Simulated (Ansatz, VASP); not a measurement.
**Two plane-wave programs on AlN**

```
Al N
1.0
     0.00605    2.21189    2.21186
     2.16006   -0.01429    2.23205
     2.15987    2.23212   -0.01433
Al N
1 1
Direct
  0.99432 0.98843 0.99998
  0.75122 0.72921 0.74100
```

Alike in both runs: task single point; functional PBE; k mesh 6 × 6 × 6; no spin polarisation.

|  | VASP | Ansatz |
| --- | --- | --- |
| version | VASP 6.6.1 | Ansatz 0.2.0 |
| potentials or method | VASP PAW PBE potentials, release 64 (Al, N), cutoff 520 eV | plane waves, PAW |
| occupations | gaussian, width 0.01 eV | fixed |
| valence electrons in the cell | 8 | 8 |

|  | VASP | Ansatz | Ansatz less VASP |
| --- | --- | --- | --- |
| pressure (GPa) | -1.2 | -0.9 | +0.26 |
| traceless stress, the component that is largest in VASP (GPa) | 2.47 | 2.45 | -0.020 |
| rms of the force components (eV/Å) | 0.233 | 0.233 | -0.0006 |

Atom by atom the forces differ by 0.001 eV/Å (rms over components).
